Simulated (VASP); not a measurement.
MgO (Periclase): single point with PBE

Crystal: MgO (Periclase).

```
Mg O
1.0
     0.00000    2.10850    2.10850
     2.10850    0.00000    2.10850
     2.10850    2.10850    0.00000
Mg O
1 1
Direct
  0.00000 0.00000 0.00000
  0.50000 0.50000 0.50000
```

```json
{"Program": "VASP 6.6.1", "Task": "single point", "Functional": "PBE", "Potentials or basis": "VASP PAW PBE potentials, release 64 (Mg, O)", "Cutoff": "520 eV", "k mesh": "4 × 4 × 4", "Occupations": "gaussian, width 0.01 eV", "Spin": "no spin polarisation"}
```

The pressure is 3.4 GPa. The band gap on the k mesh is 4.68 eV, direct.

Levels at points of the mesh, in eV from the valence-band top:
```csv
k point,band 1,band 2,band 3,band 4,band 5,band 6,band 7,band 8
"(0.00, 0.00, 0.00)",-17.25,0.00,0.00,0.00,4.68,15.77,15.77,15.77
"(0.50, 0.00, 0.00)",-15.97,-4.61,-0.65,-0.65,7.86,12.56,16.26,16.26
"(0.50, 0.50, 0.00)",-15.71,-4.07,-1.35,-1.35,9.10,9.92,13.06,18.91
```

Run time: 2.8 s on 1 thread of Intel(R) Xeon(R) Platinum 8559C (Emerald Rapids), on a shared host, peak memory 0.13 GiB.

Caveat: the k points lie up to 0.65 Å⁻¹ apart. Expect the measured gap to be larger: semilocal functionals such as PBE lack the derivative discontinuity.
